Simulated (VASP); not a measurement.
# GaSb: single point with PBEsol

The system is GaSb.

```
CELL_PARAMETERS angstrom
0.00000 3.01447 3.01447
3.01447 0.00000 3.01447
3.01447 3.01447 0.00000
ATOMIC_POSITIONS crystal
Ga 0.00000 0.00000 0.00000
Sb 0.75000 0.75000 0.75000
```

This cell differs from its parent crystal: volume scaled by 0.960.

```
Program             : VASP 6.6.1
Task                : single point
Functional          : PBEsol
Potentials or basis : VASP PAW PBE potentials, release 64 (Ga_d, Sb)
Cutoff              : 520 eV
k mesh              : 10 × 10 × 10
Occupations         : gaussian, width 0.05 eV
Spin                : no spin polarisation
```

```
Pressure               : 2.4 GPa
Band gap on the k mesh : 0.31 eV, direct
```

Levels at points of the mesh, in eV from the valence-band top:
| k point | band 7 | band 8 | band 9 | band 10 | band 11 | band 12 |
| --- | --- | --- | --- | --- | --- | --- |
| (0.00, 0.00, 0.00) | 0.00 | 0.00 | 0.00 | 0.31 | 2.74 | 2.74 |
| (0.50, 0.00, 0.00) | -6.62 | -1.23 | -1.23 | 0.44 | 3.71 | 3.71 |
| (0.50, 0.50, 0.00) | -7.04 | -2.75 | -2.75 | 0.79 | 1.07 | 8.96 |

Run time: 11 s on 1 thread of Intel(R) Xeon(R) 6975P-C (Granite Rapids) (shared host), peak memory 0.2 GiB.

Caveat: the PAW data sets were made with another functional, which shifts forces and pressure a little; spin-orbit coupling is left out, which moves the levels of the heavy elements. A k mesh can miss the band edges.
